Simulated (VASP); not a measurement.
**WS2 (Tungstenite): single point with PBE+D3(BJ)**

The system is WS2 (Tungstenite), a slab with vacuum.

```
CELL_PARAMETERS angstrom
3.15938 0.00000 0.00000
-1.57969 2.73611 0.00000
0.00000 0.00000 32.29964
ATOMIC_POSITIONS crystal
S 0.33333 0.66667 0.45120
S 0.33333 0.66667 0.54880
W 0.66667 0.33333 0.50000
```

| Item | Value |
| --- | --- |
| Program | VASP 6.6.1 |
| Task | single point |
| Functional | PBE |
| Dispersion | D3(BJ) |
| Potentials or basis | VASP PAW PBE potentials, release 64 (S, W_sv) |
| Cutoff | 520 eV |
| k mesh | 12 × 12 × 1 |
| Occupations | gaussian, width 0.02 eV |
| Spin | no spin polarisation |
| Dipole correction | yes |
| Further INCAR settings | ALGO = Normal; EDIFF = 1e-07; NBANDS = 20 |

```
Largest force                          : 0.003 eV/Å
Band gap on the k mesh                 : 1.92 eV, direct
Dispersion energy per atom             : -0.310 eV
Ionisation potential of the upper face : 5.65 eV
```

Forces on the atoms (eV/Å):
```
S    0.000  0.000 -0.003
S    0.000  0.000  0.003
W    0.000  0.000  0.000
```

Levels at points of the mesh, in eV from the valence-band top:
```tsv
k point	band 10	band 11	band 12	band 13	band 14	band 15	band 16	band 17
(0.00, 0.00, 0.00)	-2.21	-1.57	-1.57	-0.14	2.94	2.94	3.07	3.07
(0.50, 0.00, 0.00)	-3.40	-2.22	-1.22	-0.96	2.95	3.37	4.06	4.75
```

It took 3.3 min on 1 thread of Intel(R) Xeon(R) Platinum 8175M CPU @ 2.50GHz (Skylake/Cascade Lake) (shared host), peak memory 0.42 GiB.

Caveat: spin-orbit coupling is left out, which moves the levels of the heavy elements.
